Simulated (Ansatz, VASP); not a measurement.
## Two plane-wave programs on SiW6

Contents of INCAR:

```
ALGO = Normal
DIPOL = 0.5 0.5 0.318
EDIFF = 1E-6
ENCUT = 520
GGA = PE
IDIPOL = 3
ISIF = 2
ISMEAR = 0
IVDW = 12
LASPH = T
LCHARG = F
LDIPOL = T
LREAL = F
LWAVE = F
NBANDS = 53
NELM = 60
PREC = Accurate
SIGMA = 0.1
```

KPOINTS

```
k-points
0
Gamma
  6 6 1
```

The input POSCAR:

```
SiW6
1.0
    4.4682526257      0.0000000000      0.0000000000
   -2.2341263128      3.8696202844      0.0000000000
    0.0000000000      0.0000000000     21.6259061357
W Si
6 1
Direct
    0.6666666667      0.3333333333      0.1849633479
    0.3333333333      0.6666666667      0.2271386095
    0.0000000000      0.0000000000      0.2693138710
    0.6666666667      0.3333333333      0.3085097946
    0.3333333333      0.6666666667      0.3483008428
    0.0000000000      0.0000000000      0.3849968683
    0.4444444444      0.1111111111      0.5005989607
```

Input for Ansatz:

```yaml
crystal:
  lattice:
    - [4.4682526257, 0.0, 0.0]
    - [-2.2341263128, 3.8696202844, 0.0]
    - [0.0, 0.0, 21.6259061357]
  atoms:
    - { symbol: W, position: [0.6666666667, 0.3333333333, 0.1849633479] }
    - { symbol: W, position: [0.3333333333, 0.6666666667, 0.2271386095] }
    - { symbol: W, position: [0.0, 0.0, 0.269313871] }
    - { symbol: W, position: [0.6666666667, 0.3333333333, 0.3085097946] }
    - { symbol: W, position: [0.3333333333, 0.6666666667, 0.3483008428] }
    - { symbol: W, position: [0.0, 0.0, 0.3849968683] }
    - { symbol: Si, position: [0.4444444444, 0.1111111111, 0.5005989607] }
basis:
  ecutwfc: 420
kpoints:
  mp_grid: { grid: [6, 6, 1] }
hamiltonian:
  xc: pbe
  pseudopotentials: { kind: paw, azcp: { folder: soft_1 } }
  dispersion: d3bj
scf:
  occupations: { method: gaussian, width: 0.1 }
output:
  forces: true
  eigenvalues: true
efield:
  axis: 3
  dipole_correction: true
  ramp_width: 0.04
```

Alike in both runs: task single point; functional PBE; dispersion D3(BJ); k mesh 6 × 6 × 1; occupations gaussian, width 0.1 eV; no spin polarisation.

|  | VASP | Ansatz |
| --- | --- | --- |
| version | VASP 6.6.1 | Ansatz 0.2.0 |
| potentials or method | VASP PAW PBE potentials, release 64 (W_sv, Si), cutoff 520 eV | scalar-relativistic, plane waves, PAW |
| valence electrons in the cell | 88 | 88 |

|  | VASP | Ansatz | Ansatz less VASP |
| --- | --- | --- | --- |
| gap on the k mesh at the Fermi level (eV) | none | none | - |
| rms of the force components (eV/Å) | 0.910 | 0.901 | -0.0096 |

Atom by atom the forces differ by 0.021 eV/Å (rms over components). A gap of «none» marks a metal or a gap that the smearing closes.

Neither program's run includes spin-orbit coupling.
